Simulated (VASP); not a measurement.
The system is Ca3Ni.

```
Ca Ni
1.0
     4.86428    0.00000    0.00000
     0.00000    4.86428    0.00000
     0.00000    0.00000    4.86428
Ca Ni
3 1
Direct
  0.00000 0.50000 0.50000
  0.50000 0.00000 0.50000
  0.50000 0.50000 0.00000
  0.00000 0.00000 0.00000
```

* Program: VASP 6.6.1
* Task: relaxation of cell and atoms
* Functional: PBE
* Potentials or basis: VASP PAW PBE potentials, release 64 (Ca_sv, Ni)
* Cutoff: 600 eV
* k mesh: 10 × 10 × 10
* Occupations: gaussian, width 0.1 eV
* Spin: no spin polarisation

At the start: pressure 0.5 GPa; volume 28.77 Å³/atom.

Question: How do energy, volume and symmetry change on relaxing?

Answer: Over 5 steps the energy falls by 4.8 meV/atom and the volume is 28.97 Å³/atom (+0.7 %); space group Pm-3m (No. 221, to 0.1 Å) before and after.

Step by step:
| step | energy change (eV) | largest force (eV/Å) | pressure (GPa) | volume (Å³) |
| --- | --- | --- | --- | --- |
| 1 | 0.0000 | 0.0000 | 0.46 | 115.09 |
| 2 | -0.0189 | 0.0000 | -0.15 | 116.48 |
| 3 | -0.0190 | 0.0000 | -0.15 | 116.46 |
| 4 | -0.0192 | 0.0000 | -0.07 | 116.12 |
| 5 | -0.0193 | 0.0000 | -0.01 | 115.88 |

Final structure:
```
Ca Ni
1.0
     4.87532    0.00000    0.00000
     0.00000    4.87532    0.00000
     0.00000    0.00000    4.87532
Ca Ni
3 1
Direct
  0.00000 0.50000 0.50000
  0.50000 0.00000 0.50000
  0.50000 0.50000 0.00000
  0.00000 0.00000 0.00000
```
